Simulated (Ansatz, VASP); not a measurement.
WS2: VASP beside Ansatz

File POSCAR:

```
WS2
1.0
    3.2287644061      0.0000000000      0.0000000000
   -1.6143822031      2.7961919985      0.0000000000
    0.0000000000      0.0000000000      5.9936451124
W S
1 2
Direct
    0.0000000000      0.0000000000      0.0000000000
    0.3333333333      0.6666666667      0.2566832689
    0.6666666667      0.3333333333      0.7433167311
```

Contents of INCAR.step1:

```
SYSTEM = WS2
PREC = Accurate ; ENCUT = 520
EDIFF = 1E-5 ; ISMEAR = -1
SIGMA = 0.02 ; LREAL = .FALSE.
LASPH = .TRUE. ; NELM = 100
ALGO = Normal ; ISIF = 2
LWAVE = .TRUE. ; LCHARG = .FALSE.
NBANDS = 20 ; GGA = PE
```

INCAR.step2

```
SYSTEM = WS2
PREC = Accurate ; ENCUT = 520
EDIFF = 1E-6 ; ISMEAR = -1
SIGMA = 0.02 ; LREAL = .FALSE.
LASPH = .TRUE. ; NELM = 100
ALGO = Normal ; ISIF = 2
LWAVE = .FALSE. ; LCHARG = .FALSE.
GGA = PE ; LHFCALC = .TRUE.
AEXX = 0.5 ; HFSCREEN = 0.2078
PRECFOCK = Normal ; NBANDS = 20
ISTART = 1
```

KPOINTS

```
regular mesh
0
G
  6 6 2
  0 0 0
```

Input for Ansatz:

```yaml
crystal:
  lattice:
    - [3.2287644061, 0.0, 0.0]
    - [-1.6143822031, 2.7961919985, 0.0]
    - [0.0, 0.0, 5.9936451124]
  atoms:
    - { symbol: W, position: [0.0, 0.0, 0.0] }
    - { symbol: S, position: [0.3333333333, 0.6666666667, 0.2566832689] }
    - { symbol: S, position: [0.6666666667, 0.3333333333, 0.7433167311] }
kpoints:
  mp_grid: { grid: [6, 6, 2] }
hamiltonian:
  xc:
    exchange: pbe
    correlation: pbe
    exx: { coeff: 0.5, omega: 0.2078 }
scf:
  occupations: { method: fermi_dirac, width: 0.02 }
  n_extra_bands: 4
output:
  forces: true
  stress: true
  eigenvalues: true
```

Alike in both runs: task single point; functional PBE-based screened hybrid; k mesh 6 × 6 × 2; occupations fermi-dirac, width 0.02 eV; no spin polarisation.

|  | VASP | Ansatz |
| --- | --- | --- |
| version | VASP 6.6.1 | Ansatz 0.2.0 |
| potentials or method | VASP PAW PBE potentials, release 64 (W_sv, S) | plane waves |
| plane-wave cutoff (eV) | 520 | 420 |
| valence electrons in the cell | 26 | 26 |

```tsv
	VASP	Ansatz	Ansatz less VASP
pressure (GPa)	-6.3	-5.3	+1.00
traceless stress, the component that is largest in VASP (GPa)	2.43	2.59	+0.164
rms of the force components (eV/Å)	0.341	0.292	-0.0490
```

VASP's potentials were made for PBE, not for PBE-based screened hybrid. Atom by atom the forces differ by 0.049 eV/Å (rms over components). Ansatz's warnings: filled band counts differ across k points, stress exchange threshold loose, stress scf threshold loose.

The k mesh is coarse, so the values compare programs but aren't converged. Neither program's run includes spin-orbit coupling.
